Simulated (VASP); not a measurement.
Crystal: Ir.

```
CELL_PARAMETERS angstrom
0.00000 1.93309 1.93309
1.93309 0.00000 1.93309
1.93309 1.93309 0.00000
ATOMIC_POSITIONS crystal
Ir 0.00000 0.00000 0.00000
```

This cell differs from its parent crystal: Hf replaced by Ir, lengths x 0.883, strained.

Base run:

* Program: VASP 6.6.1
* Functional: PBEsol
* Potentials or basis: VASP PAW PBE potentials, release 64 (Ir)
* Cutoff: 500 eV
* k mesh: 18 × 18 × 18
* Occupations: gaussian, width 0.1 eV
* Spin: no spin polarisation

Its results: pressure -9.3 GPa.

**Question.** The run is repeated on the same cell with these changes: k mesh from 18 × 18 × 18 to 8 × 8 × 8. What comes out?

**Answer.** Pressure -8.0 GPa.

Caveats: the PAW data sets were made with another functional, which shifts forces and pressure a little.
